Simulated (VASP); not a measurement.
Set up this calculation in VASP 6.6.1, as the native input.

- Task: single point
- Functional: PBE
- Potentials or basis: VASP PAW PBE potentials, release 64 (Er_3, H), 4f in core
- Cutoff: 500 eV
- k mesh: 14 × 14 × 14
- Occupations: gaussian, width 0.1 eV
- Spin: no spin polarisation
- Dipole correction: no
- Mended: yes
- Further INCAR settings: ALGO = Normal; EDIFF = 1e-06; NBANDS = 14

The structure of ErH4 lies in POSCAR:

```
ErH4
1.0
   -1.7783095753      1.7783095753      2.8633720733
    1.7783095753     -1.7783095753      2.8633720733
    1.7783095753      1.7783095753     -2.8633720733
Er H
1 4
Direct
    0.0000000000      0.0000000000      0.0000000000
    0.7500000000      0.2500000000      0.5000000000
    0.2500000000      0.7500000000      0.5000000000
    0.4169425838      0.4169425838      0.0000000000
    0.5830574162      0.5830574162      0.0000000000
```

The cell was built from a structure type or drawn by symmetry, and may not be a known phase.

These files were run (other wordings do the same):

INCAR

```
ALGO = Normal
EDIFF = 1E-6
ENCUT = 500
GGA = PE
GGA_COMPAT = False
ISIF = 2
ISMEAR = 0
LASPH = True
LCHARG = True
LELF = True
LMAXMIX = 6
LREAL = False
LVHAR = True
LWAVE = False
NBANDS = 14
NELM = 200
PREC = Accurate
SIGMA = 0.1
```

KPOINTS

```
k-points
0
Gamma
  14 14 14
```

Potentials or basis: VASP PAW PBE potentials, release 64 (Er_3, H), 4f in core.

Run with:

```console
$ cat potpaw_PBE.64/Er_3/POTCAR potpaw_PBE.64/H/POTCAR > POTCAR
$ mpirun -np 1 vasp_std > vasp.out
```

It gave:

```yaml
Pressure: 0.1 GPa
Largest_force: 0.013 eV/Å
Band_gap_on_the_k_mesh: zero (an odd number of electrons rules out a gap without spin polarisation)
```

Caveat: spin-orbit coupling is left out, which moves the levels of the heavy elements; the 4f electrons are frozen in the core, so they carry no moment and show no levels.

Wall time 2.4 min on 1 thread of Intel(R) Xeon(R) 6975P-C (Granite Rapids), with other jobs on the host, peak memory 0.25 GiB.
